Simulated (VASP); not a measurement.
Si16Ge (a cell with a defect), 17 atoms in the cell. The cell holds a defect, 17 atoms: a = 7.679 Å, b = 7.679 Å, c = 7.679 Å, α = 60.00°, β = 60.00°, γ = 60.00°. 

```yaml
Program: VASP 6.6.1
Task: single point
Functional: PBE
Potentials_or_basis: VASP PAW PBE potentials, release 64 (Si, Ge_d)
Cutoff: 520 eV
k_mesh: 2 × 2 × 2
Occupations: fermi-dirac, width 0.02 eV
Spin: no spin polarisation
Dipole_correction: no
Further_INCAR_settings: LREAL = Auto; ALGO = Normal; EDIFF = 1e-07; NBANDS = 53
```

Potentials or basis: VASP PAW PBE potentials, release 64 (Si, Ge_d).

The run is started by

```console
$ cat potpaw_PBE.64/Si/POTCAR potpaw_PBE.64/Ge_d/POTCAR > POTCAR
$ mpirun -np 1 vasp_std > vasp.out
```

Hardware: 1 thread of Intel(R) Xeon(R) 6975P-C (Granite Rapids), with other jobs on the host.

Question: Estimate the wall time of this run.

Answer: Run time: 2.5 min on 1 thread of Intel(R) Xeon(R) 6975P-C (Granite Rapids) (shared host), peak memory 0.49 GiB. Counts: scf iterations 16, k points 8.
